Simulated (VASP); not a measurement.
SiO2 (Stishovite):

```
Si O
1.0
     4.23597    0.00000    0.00000
     0.00000    4.23597    0.00000
     0.00000    0.00000    2.69056
Si O
2 4
Cartesian
  0.0000 0.0000 0.0000
  2.1180 2.1180 1.3453
  1.3003 1.3003 0.0000
  0.8177 3.4183 1.3453
  2.9356 2.9356 0.0000
  3.4183 0.8177 1.3453
```

```yaml
Program: VASP 6.6.1
Task: relaxation of cell and atoms
Functional: r2SCAN
Potentials_or_basis: VASP PAW PBE potentials, release 64 (Si, O)
Cutoff: 600 eV
k_mesh: 6 × 6 × 8
Occupations: gaussian, width 0.02 eV
Spin: no spin polarisation
```

At the start: pressure -9.6 GPa; volume 8.05 Å³/atom.

Problem. Where does the relaxation end?

Solution. Over 12 steps the energy falls by 7.9 meV/atom and the volume is 7.78 Å³/atom (-3.3 %); space group P4_2/mnm (No. 136, to 0.05 Å).

The path:
```tsv
step	energy change (eV)	largest force (eV/Å)	pressure (GPa)	volume (Å³)
1	0.0000	0.0705	-9.56	48.28
2	0.0450	0.5980	15.09	45.00
3	-0.0431	0.1874	-0.26	46.89
4	-0.0431	0.1929	-0.06	46.87
5	-0.0471	0.0240	0.15	46.70
6	-0.0471	0.0290	0.16	46.69
7	-0.0474	0.0021	-0.17	46.72
8	-0.0474	0.0045	-0.09	46.72
9	-0.0474	0.0052	-0.09	46.72
10	-0.0474	0.0056	-0.08	46.72
11	-0.0474	0.0049	0.10	46.69
12	-0.0474	0.0018	0.02	46.70
```

Final structure:
```
Si O
1.0
     4.18101    0.00000    0.00000
     0.00000    4.18101    0.00000
     0.00000    0.00000    2.67178
Si O
2 4
Direct
  0.00000 0.00000 0.00000
  0.50000 0.50000 0.50000
  0.30589 0.30589 0.00000
  0.19411 0.80589 0.50000
  0.69411 0.69411 0.00000
  0.80589 0.19411 0.50000
```

Caveat: the PAW data sets were made with another functional, which shifts forces and pressure a little.
